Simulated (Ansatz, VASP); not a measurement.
## Two plane-wave programs on B

```
B
1.0
     1.64338    0.00000   -0.07689
     0.00000    4.43293    0.00000
    -0.74102    0.00000    1.64893
B
1
Cartesian
  -0.3705 2.2165 0.8245
```

Alike in both runs: functional PBE; k mesh 10 × 8 × 8; occupations gaussian, width 0.1 eV; no spin polarisation.

Ansatz relaxed the structure, and its values are those at the end. VASP's run is a single point on that final structure, the one shown.

```csv
,VASP,Ansatz
version,VASP 6.6.1,Ansatz 0.2.0
potentials or method,"VASP PAW PBE potentials, release 64 (B), cutoff 520 eV","scalar-relativistic, plane waves, PAW"
valence electrons in the cell,3,3
```

```csv
,VASP,Ansatz,Ansatz less VASP
gap on the k mesh at the Fermi level (eV),none,none,-
pressure (GPa),0.0,0.0,+0.05
```

A gap of «none» marks a metal or a gap that the smearing closes.

The k mesh is coarse, so the values compare programs but aren't converged.
